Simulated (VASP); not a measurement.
# ZrB26N27 (a cell with a defect) in VASP: a series of runs

The runs below take ZrB26N27 (a cell with a defect) through single point, with PBEsol.

All numbers are computed with VASP 6.6.1; they aren't measurements. Logs are shortened: lines on timing, memory, paths and dates and some standing lists are left out, and cuts for length are marked.

### 1 The cell of the first run

The cell holds a defect, 54 atoms: a = 7.649 Å, b = 7.649 Å, c = 7.649 Å, α = 60.00°, β = 60.00°, γ = 60.00°.

### 2 Single point, PBEsol

File INCAR:

```
SYSTEM = ZrB26N27
  PREC = Accurate
  ENCUT = 520
  EDIFF = 1E-6
  ISMEAR = -1
  SIGMA = 0.05
  LREAL = Auto
  LASPH = .TRUE.
  NELM = 60
  ALGO = Normal
  ISIF = 2
  LWAVE = .FALSE.
  LCHARG = .TRUE.
  GGA = PS
  LELF = .TRUE.
  LVHAR = .TRUE.
  NELECT = 224.0
  ISYM = 0
  NBANDS = 146
```

File KPOINTS:

```
Automatic mesh
0
Gamma
  1 1 1
  0.25 0.25 0.25
```

File POSCAR:

```
ZrB26N27
1.0
    0.0000000000      5.4086930000      5.4086930000
    5.4086930000      0.0000000000      5.4086930000
    5.4086930000      5.4086930000      0.0000000000
B N Zr
26 27 1
Direct
    0.0003570000      0.9993480000      0.0009990000
    0.6681010000      0.9990330000      0.0002860000
    0.0000350000      0.6671230000      0.0002680000
    0.0010900000      0.0000760000      0.6661420000
    0.3368320000      0.3358830000      0.3206170000
    0.6675660000      0.6665910000      0.9997510000
    0.6749580000      0.9905710000      0.6680690000
    0.9915940000      0.6739780000      0.6680470000
    0.6672140000      0.6662550000      0.6651130000
    0.0011960000      0.0002040000      0.3333730000
    0.3347830000      0.3338320000      0.0026440000
    0.6688290000      0.9993470000      0.3325320000
    0.0003530000      0.6678610000      0.3325150000
    0.6680840000      0.6671290000      0.3322210000
    0.9915560000      0.3349390000      0.0071110000
    0.3339700000      0.0000810000      0.3332560000
    0.6672010000      0.3319540000      0.9994170000
    0.9884230000      0.3358970000      0.6690320000
    0.3358890000      0.6739620000      0.3237560000
    0.6704580000      0.3338220000      0.6669710000
    0.3358820000      0.9905780000      0.0071430000
    0.0010790000      0.3330110000      0.3332280000
    0.3329230000      0.6662490000      0.9994000000
    0.3368570000      0.9874370000      0.6690280000
    0.6749320000      0.3349240000      0.3237490000
    0.3347880000      0.6694920000      0.6669750000
    0.0848550000      0.0838870000      0.0824090000
    0.7513040000      0.0834180000      0.0834860000
    0.0844170000      0.7503270000      0.0834700000
    0.0856990000      0.0847350000      0.7512880000
    0.4391590000      0.4382260000      0.3595220000
    0.7510930000      0.7500900000      0.0832840000
    0.7516090000      0.0830570000      0.7505670000
    0.0840570000      0.7506230000      0.7505430000
    0.7512930000      0.7502690000      0.7493430000
    0.0848860000      0.0839080000      0.4170780000
    0.4171260000      0.4161740000      0.0808860000
    0.7502290000      0.0838890000      0.4170350000
    0.0848810000      0.7492510000      0.4170340000
    0.4295340000      0.4285930000      0.7617200000
    0.7513160000      0.7503130000      0.4165860000
    0.0840450000      0.4174220000      0.0837680000
    0.4191300000      0.0847070000      0.4178720000
    0.7512550000      0.4162080000      0.0834470000
    0.0272900000      0.4382620000      0.7713520000
    0.4183750000      0.7506180000      0.4162260000
    0.7486810000      0.4161780000      0.7493210000
    0.4183790000      0.0830580000      0.0837910000
    0.0856900000      0.4181740000      0.4178670000
    0.4171620000      0.7502760000      0.0834680000
    0.4391890000      0.0263230000      0.7713750000
    0.7515960000      0.4174140000      0.4162240000
    0.4171370000      0.7477120000      0.7493190000
    0.3256920000      0.3247170000      0.6579240000
```

Potentials or basis: VASP PAW PBE potentials, release 64 (B, N, Zr_sv).

Command:

```sh
> cat potpaw_PBE.64/B/POTCAR potpaw_PBE.64/N/POTCAR potpaw_PBE.64/Zr_sv/POTCAR > POTCAR
> mpirun -np 1 vasp_std > vasp.out
```

OUTCAR:

```text
SYSTEM = ZrB26N27
   PREC = Accurate
   ENCUT = 520
   EDIFF = 1E-6
   ISMEAR = -1
   LREAL = Auto
   LASPH = .TRUE.
   NELM = 60
   ISIF = 2
   GGA = PS
   NELECT = 224.0
   ISYM = 0

 ion  position               nearest neighbor table
   1  0.000  0.999  0.001-  29 1.56  28 1.56  30 1.56  27 1.56
   2  0.668  0.999  0.000-  32 1.55  33 1.56  48 1.56  28 1.57
   3  0.000  0.667  0.000-  32 1.55  42 1.56  34 1.56  29 1.57
   4  0.001  0.000  0.666-  36 1.56  34 1.56  33 1.56  30 1.59
   5  0.337  0.336  0.321-  37 1.50  31 1.55  49 1.57  43 1.57  54 2.50
   6  0.668  0.667  1.000-  44 1.56  50 1.56  35 1.56  32 1.56
   7  0.675  0.991  0.668-  51 1.50  35 1.50  38 1.57  33 1.57  54 2.62
   8  0.992  0.674  0.668-  45 1.50  35 1.50  39 1.57  34 1.57  54 2.62
   9  0.667  0.666  0.665-  41 1.55  47 1.56  53 1.56  35 1.58
  10  0.001  0.000  0.333-  39 1.57  27 1.57  38 1.57  36 1.57
  11  0.335  0.334  0.003-  40 1.52  37 1.52  42 1.57  48 1.57  54 2.71
  12  0.669  0.999  0.333-  41 1.56  28 1.56  43 1.56  38 1.56
  13  0.000  0.668  0.333-  41 1.56  29 1.56  49 1.56  39 1.56
  14  0.668  0.667  0.332-  32 1.55  46 1.56  52 1.56  41 1.57
  15  0.992  0.335  0.007-  45 1.50  44 1.50  27 1.57  42 1.57  54 2.62
  16  0.334  0.000  0.333-  36 1.56  46 1.56  48 1.56  43 1.59
  17  0.667  0.332  0.999-  28 1.55  37 1.56  47 1.56  44 1.58
[... 21 lines left out ...]
  39  0.085  0.749  0.417-  13 1.56  10 1.57  19 1.57   8 1.57
  40  0.430  0.429  0.762-  26 1.52  11 1.52  20 1.52  54 1.95
  41  0.751  0.750  0.417-   9 1.55  12 1.56  13 1.56  14 1.57
  42  0.084  0.417  0.084-  22 1.56   3 1.56  11 1.57  15 1.57
  43  0.419  0.085  0.418-  12 1.56  24 1.57   5 1.57  16 1.59  54 2.83
  44  0.751  0.416  0.083-  15 1.50  25 1.50   6 1.56  17 1.58
  45  0.027  0.438  0.771-   8 1.50  15 1.50  18 1.55  54 1.87
  46  0.418  0.751  0.416-  16 1.56  14 1.56  26 1.57  19 1.57
  47  0.749  0.416  0.749-  18 1.50  20 1.52   9 1.56  17 1.56
  48  0.418  0.083  0.084-  16 1.56   2 1.56  11 1.57  21 1.57
  49  0.086  0.418  0.418-  13 1.56   5 1.57  18 1.57  22 1.59  54 2.83
  50  0.417  0.750  0.083-  19 1.50  21 1.50   6 1.56  23 1.58
  51  0.439  0.026  0.771-   7 1.50  21 1.50  24 1.55  54 1.87
  52  0.752  0.417  0.416-  22 1.56  14 1.56  20 1.57  25 1.57
  53  0.417  0.748  0.749-  24 1.50  26 1.52   9 1.56  23 1.56
  54  0.326  0.325  0.658-  51 1.87  45 1.87  31 1.87  40 1.95  18 2.50  24 2.50   5 2.50  15 2.62
                            21 2.62   8 2.62   7 2.62  19 2.62  25 2.62  11 2.71  20 2.71  26 2.71

IMPORTANT INFORMATION: All symmetrisations will be switched off!
NOSYMM: (Re-)initialisation of all symmetry stuff for point group C_1.

----------------------------------------------------------------------------------------

                                     Primitive cell

  volume of cell :     316.4514

  direct lattice vectors                    reciprocal lattice vectors
     0.000000000  5.408693000  5.408693000    -0.092443775  0.092443775  0.092443775
     5.408693000  0.000000000  5.408693000     0.092443775 -0.092443775  0.092443775
     5.408693000  5.408693000  0.000000000     0.092443775  0.092443775 -0.092443775

  length of vectors
     7.649046995  7.649046995  7.649046995     0.160117316  0.160117316  0.160117316

  position of ions in fractional coordinates (direct lattice)
     0.000357000  0.999348000  0.000999000
     0.668101000  0.999033000  0.000286000
     0.000035000  0.667123000  0.000268000
     0.001090000  0.000076000  0.666142000
     0.336832000  0.335883000  0.320617000
     0.667566000  0.666591000  0.999751000
[... 46 lines left out ...]
     0.417137000  0.747712000  0.749319000
     0.325692000  0.324717000  0.657924000

  ion indices of the primitive-cell ions
   primitive index   ion index
                 1           1
                 2           2
                 3           3
                 4           4
                 5           5
                 6           6
[... 46 lines left out ...]
                53          53
[... 47 lines left out ...]
 non-spin polarized calculation
  energy-cutoff  :      520.00
  volume of cell :      316.45
 maximum number of plane-waves:      8513
 NGX is ok and might be reduce to    60
   NGX = 29   NGY = 29   NGZ = 29

 number of electron     223.9999983 magnetization

 Free energy of the ion-electron system (eV)
  ---------------------------------------------------
  ext. energy  EPLUGINS =         0.00000000
  ---------------------------------------------------
  free energy    TOTEN  =      -494.01871331 eV

  energy without entropy =     -494.01871331  energy(sigma->0) =     -494.01871331

 E-fermi :   9.1827     XC(G=0): -13.1695

 val. band max:        7.9330743334   @ k =   0.0000   0.0000  -0.2500
 cond. band min:      12.0592456763   @ k =   0.0000   0.2500   0.0000
 fundamental gap:      4.1261713429
 Fermi energy:         9.1827121083

 k-point     1 :       0.2500    0.2500    0.2500
  band No.  band energies     occupation
      1     -38.8583      2.00000
      2     -17.9459      2.00000
      3     -17.9456      2.00000
      4     -17.7549      2.00000
      5     -12.1370      2.00000
      6     -10.8177      2.00000
[... 116 lines left out ...]
    123      14.7727      0.00000
    124      15.7747      0.00000

 k-point     2 :       0.2500    0.0000    0.0000
  band No.  band energies     occupation
      1     -38.8583      2.00000
      2     -17.9465      2.00000
      3     -17.9457      2.00000
      4     -17.7543      2.00000
      5     -12.1336      2.00000
      6     -10.8039      2.00000
[... 116 lines left out ...]
    123      14.8007      0.00000
    124      15.7786      0.00000

 k-point     3 :       0.0000    0.0000   -0.2500
  band No.  band energies     occupation
      1     -38.8583      2.00000
      2     -17.9463      2.00000
      3     -17.9459      2.00000
      4     -17.7543      2.00000
      5     -12.1336      2.00000
      6     -10.8039      2.00000
[... 116 lines left out ...]
    123      14.8006      0.00000
    124      15.7788      0.00000

 k-point     4 :       0.0000    0.2500    0.0000
  band No.  band energies     occupation
      1     -38.8583      2.00000
      2     -17.9465      2.00000
      3     -17.9456      2.00000
      4     -17.7543      2.00000
      5     -12.1336      2.00000
      6     -10.8037      2.00000
[... 116 lines left out ...]
    123      14.8005      0.00000
    124      15.7787      0.00000
 [bands above 124 left out]

------------------------ aborting loop because EDIFF is reached ----------------------------------------

  FORCE on cell =-STRESS in cart. coord.  units (eV):
  Direction    XX          YY          ZZ          XY          YZ          ZX
  --------------------------------------------------------------------------------------
  -------------------------------------------------------------------------------------
  Total       30.5860473     30.5886775     30.5876330     -4.7062149     -4.7000268     -4.6851592
  in kB      154.8556118    154.8689286    154.8636402    -23.8273284    -23.7959981    -23.7207243
  external PRESSURE =     154.8627269 kB  Pullay stress =       0.0000000 kB

 VOLUME and BASIS-vectors are now :
 -----------------------------------------------------------------------------
  energy-cutoff  :      520.00
  volume of cell :      316.45
      direct lattice vectors                 reciprocal lattice vectors
     0.000000000  5.408693000  5.408693000    -0.092443775  0.092443775  0.092443775
     5.408693000  0.000000000  5.408693000     0.092443775 -0.092443775  0.092443775
     5.408693000  5.408693000  0.000000000     0.092443775  0.092443775 -0.092443775

 POSITION                                       TOTAL-FORCE (eV/Angst)
 -----------------------------------------------------------------------------------
      5.41057      0.00733      5.40710         0.084798      0.078206      0.090931
      5.40501      3.61510      9.01702         0.104290      0.109794      0.105434
      3.60971      0.00164      3.60845         0.111546      0.103643      0.103699
      3.60337      3.60885      0.00631         0.129811      0.122871      0.140581
      3.55081      3.55594      3.63851         0.155331      0.159020      0.257598
      9.01273      9.01801      7.21605         0.099788      0.101690      0.101276
[... 46 lines left out ...]
      8.09698      6.30900      6.30031        -0.117820     -0.058645     -0.117865
      5.31480      5.32008      3.51786         0.786009      0.787811      0.788521
 -----------------------------------------------------------------------------------
    total drift:                               -0.002060      0.004159      0.006757

  FREE ENERGIE OF THE ION-ELECTRON SYSTEM (eV)
  ---------------------------------------------------
  free  energy   TOTEN  =      -494.0187133063 eV

  energy  without entropy=     -494.0187133062  energy(sigma->0) =     -494.01871331
```

Run time: 19 min. Hardware: 1 thread of Intel Xeon 8259CL, shared host; peak memory 0.57 GiB.

Results:

- Free energy: -494.0187 eV
- Largest force: 1.364 eV/Å

Forces on the atoms (eV/Å):
```
B    0.085  0.078  0.091
B    0.104  0.110  0.105
B    0.112  0.104  0.104
B    0.130  0.123  0.141
B    0.155  0.159  0.258
B    0.100  0.102  0.101
B    0.043  0.186  0.084
B    0.190  0.036  0.081
B    0.109  0.114  0.103
B    0.108  0.104  0.108
B    0.083  0.087 -0.025
B    0.090  0.079  0.083
B    0.080  0.089  0.080
B    0.100  0.105  0.110
B    0.188  0.083  0.037
B    0.140  0.125  0.127
B    0.110  0.104  0.114
B    0.256  0.153  0.154
B    0.084  0.040  0.188
B   -0.026  0.086  0.085
B    0.082  0.187  0.041
B    0.127  0.141  0.122
B    0.102  0.114  0.113
B    0.158  0.256  0.158
B    0.041  0.084  0.187
B    0.083 -0.026  0.086
N   -0.060 -0.061 -0.089
N   -0.113 -0.103 -0.113
N   -0.102 -0.114 -0.115
N   -0.115 -0.112 -0.161
N   -0.359 -0.349 -0.459
N   -0.107 -0.111 -0.105
N   -0.073 -0.139 -0.133
N   -0.134 -0.071 -0.132
N   -0.076 -0.087  0.000
N   -0.110 -0.112 -0.106
N   -0.122 -0.120 -0.060
N   -0.090 -0.058 -0.061
N   -0.058 -0.094 -0.062
N   -0.160 -0.155 -0.161
N   -0.110 -0.115 -0.103
N   -0.139 -0.131 -0.075
N   -0.157 -0.115 -0.115
N   -0.083  0.001 -0.085
N   -0.463 -0.346 -0.358
N   -0.130 -0.071 -0.135
N   -0.061 -0.118 -0.121
N   -0.131 -0.140 -0.071
N   -0.117 -0.158 -0.118
N   -0.002 -0.085 -0.077
N   -0.355 -0.455 -0.354
N   -0.074 -0.131 -0.138
N   -0.118 -0.059 -0.118
Zr   0.786  0.788  0.789
```

Levels at points of the mesh, in eV from the Fermi level:
| k point | band 109 | band 110 | band 111 | band 112 | band 113 | band 114 | band 115 | band 116 |
| --- | --- | --- | --- | --- | --- | --- | --- | --- |
| (0.25, 0.25, 0.25) | -1.87 | -1.80 | -1.30 | -1.30 | 3.06 | 3.06 | 3.97 | 4.23 |

Caveat: the cell carries a net charge on a neutralising background, which shifts energy and pressure; the cell is charged against a uniform background, so pressure and absolute levels hang on convention; the PAW data sets were made with another functional, which shifts forces and pressure a little.

### 3 Single point, PBEsol, collinear spin

File INCAR:

```
SYSTEM = ZrB26N27
ALGO = Normal ; EDIFF = 1E-7
ENCUT = 520 ; GGA = PS
ISIF = 2 ; ISMEAR = -1
ISPIN = 2 ; ISYM = 0
LASPH = .True. ; LCHARG = .False.
LMAXMIX = 4 ; LORBIT = 11
LREAL = Auto ; LWAVE = .False.
MAGMOM = 0 0 0 0 0 0 0 0 0 0 0 0 0 0 0 0 0 0 0 0 0 0 0 0 0 0 0 0 0 0 0.2 0 0 0 0 0 0 0 0 0.2 0 0 0 0 0.2 0 0 0 0 0 0.2 0 0 0.2 ; NBANDS = 150
NELM = 150 ; PREC = Accurate
SIGMA = 0.05
```

KPOINTS is that of step 2.

File POSCAR:

```
ZrB26N27
1.0
    0.0000000000      5.4086930000      5.4086930000
    5.4086930000      0.0000000000      5.4086930000
    5.4086930000      5.4086930000      0.0000000000
B N Zr
26 27 1
Direct
    0.9995500000      0.9985670000      0.0011490000
    0.6666650000      0.9985610000      0.0009740000
    0.9995520000      0.6656590000      0.0009760000
    0.9989880000      0.9980000000      0.6692180000
    0.3362320000      0.3352400000      0.3205640000
    0.6678680000      0.6668890000      0.9983600000
    0.6667110000      0.9937420000      0.6702520000
    0.9946320000      0.6657550000      0.6702910000
    0.6675770000      0.6666270000      0.6654690000
    0.9992510000      0.9982750000      0.3341890000
    0.3352800000      0.3342790000      0.0049220000
    0.6670470000      0.9987980000      0.3332230000
    0.9997700000      0.6660570000      0.3332240000
    0.6666770000      0.6656730000      0.3334890000
    0.9953320000      0.3322440000      0.0030580000
    0.3325490000      0.9990320000      0.3343020000
    0.6683930000      0.3324320000      0.9984200000
    0.9949260000      0.3319780000      0.6710870000
    0.3351510000      0.6736830000      0.3203870000
    0.6715300000      0.3339830000      0.6709270000
    0.3332280000      0.9943810000      0.0030400000
    0.0000180000      0.3315520000      0.3342890000
    0.3334030000      0.6674230000      0.9984150000
    0.3329580000      0.9939950000      0.6710810000
    0.6746780000      0.3341400000      0.3204020000
    0.3349910000      0.6705600000      0.6709510000
    0.0829260000      0.0819300000      0.0845650000
    0.7501250000      0.0830330000      0.0840010000
    0.0840030000      0.7491360000      0.0840040000
    0.0829500000      0.0819770000      0.7528250000
    0.4405320000      0.4395270000      0.3473510000
    0.7503210000      0.7493260000      0.0841780000
    0.7492460000      0.0826840000      0.7524550000
    0.0836800000      0.7482330000      0.7524550000
    0.7517370000      0.7508270000      0.7488210000
    0.0829500000      0.0819500000      0.4186220000
    0.4169670000      0.4159920000      0.0817780000
    0.7485200000      0.0828990000      0.4172190000
    0.0838760000      0.7475090000      0.4172450000
    0.4344540000      0.4334300000      0.7717320000
    0.7504180000      0.7494370000      0.4167060000
    0.0838790000      0.4160420000      0.0844600000
    0.4174730000      0.0842610000      0.4175120000
    0.7542050000      0.4162200000      0.0806720000
    0.0372620000      0.4284300000      0.7697070000
    0.4175080000      0.7474840000      0.4178510000
    0.7527820000      0.4162470000      0.7485080000
    0.4170490000      0.0828720000      0.0844790000
    0.0852330000      0.4164840000      0.4175140000
    0.4171950000      0.7532460000      0.0806550000
    0.4293960000      0.0364240000      0.7696610000
    0.7484830000      0.4165060000      0.4178350000
    0.4172140000      0.7518480000      0.7485160000
    0.3466960000      0.3459240000      0.6438600000
```

Potentials or basis: VASP PAW PBE potentials, release 64 (B, N, Zr_sv).

Command:

```sh
> cat potpaw_PBE.64/B/POTCAR potpaw_PBE.64/N/POTCAR potpaw_PBE.64/Zr_sv/POTCAR > POTCAR
> mpirun -np 1 vasp_std > vasp.out
```

It took 54 min on 1 thread of Intel Xeon 8259CL, shared host; peak memory 0.81 GiB.

The run converged. Its results:

```
Free energy                                           : -481.7483 eV
Pressure                                              : 22.9 GPa
Largest force                                         : 0.888 eV/Å
Band gap on the k mesh                                : 0.10 eV
Net moment                                            : 1.00 μB per cell
Site moments                                          : B +0.00, +0.01 (each value once); N +0.00, -0.01, -0.00, +0.01 (each value once); Zr +0.55 μB
Valence electrons inside the program's atomic spheres : B 2.06, 2.04, 2.15, 2.10, 2.03, 2.02, 2.12, 2.14 (each value once); N 3.98, 4.12, 3.97, 4.02, 4.03, 3.96, 4.10, 4.09 (each value once); Zr 10.99
```

Forces in eV/Å, atoms in the order of the input:
```
B    0.098  0.099  0.081
B    0.146  0.080  0.083
B    0.080  0.146  0.084
B    0.065  0.066  0.164
B    0.223  0.222  0.153
B    0.099  0.096  0.117
B    0.008  0.248  0.070
B    0.244  0.005  0.073
B    0.114  0.117  0.118
B    0.110  0.114  0.110
B    0.022  0.024 -0.089
B    0.116  0.047  0.045
B    0.048  0.119  0.045
B    0.090  0.088  0.122
B    0.196  0.083  0.089
B    0.131  0.128  0.143
B    0.109  0.087  0.085
B    0.181  0.046  0.199
B   -0.019  0.052  0.190
B    0.019  0.021  0.013
B    0.083  0.198  0.091
B    0.128  0.134  0.145
B    0.088  0.111  0.086
B    0.049  0.180  0.201
B    0.055 -0.022  0.189
B    0.016  0.017  0.010
N   -0.055 -0.058 -0.097
N   -0.122 -0.089 -0.088
N   -0.091 -0.120 -0.086
N   -0.129 -0.129 -0.124
N   -0.361 -0.360 -0.208
N   -0.107 -0.106 -0.115
N   -0.062 -0.135 -0.135
N   -0.132 -0.062 -0.135
N   -0.118 -0.115 -0.083
N   -0.091 -0.093 -0.111
N   -0.069 -0.070  0.053
N   -0.044 -0.088 -0.036
N   -0.089 -0.046 -0.034
N   -0.076 -0.080  0.067
N   -0.100 -0.099 -0.084
N   -0.129 -0.117 -0.071
N   -0.152 -0.093 -0.153
N   -0.125  0.005 -0.088
N   -0.337 -0.292 -0.106
N   -0.105 -0.055 -0.114
N   -0.057 -0.006 -0.059
N   -0.116 -0.132 -0.070
N   -0.094 -0.151 -0.152
N    0.006 -0.125 -0.089
N   -0.294 -0.339 -0.109
N   -0.054 -0.105 -0.114
N   -0.008 -0.056 -0.062
Zr   0.611  0.608 -0.213
```

Stress tensor (GPa, compression positive):
```
23.16  2.20 -1.50
 2.20 23.15 -1.48
-1.50 -1.48 22.35
```

Levels at points of the mesh, in eV from the valence-band top:
Spin up:
```tsv
k point	band 110	band 111	band 112	band 113	band 114	band 115	band 116	band 117
(0.25, 0.25, 0.25)	-4.71	-4.62	-4.35	-0.17	0.20	0.64	0.91	0.92
```
Spin down:
| k point | band 109 | band 110 | band 111 | band 112 | band 113 | band 114 | band 115 | band 116 |
| --- | --- | --- | --- | --- | --- | --- | --- | --- |
| (0.25, 0.25, 0.25) | -5.07 | -4.66 | -4.59 | -4.29 | 0.37 | 0.58 | 0.76 | 1.01 |

Caveat: semilocal functionals underestimate gaps, and a narrow one can read as zero; the PAW data sets were made with another functional, which shifts forces and pressure a little.
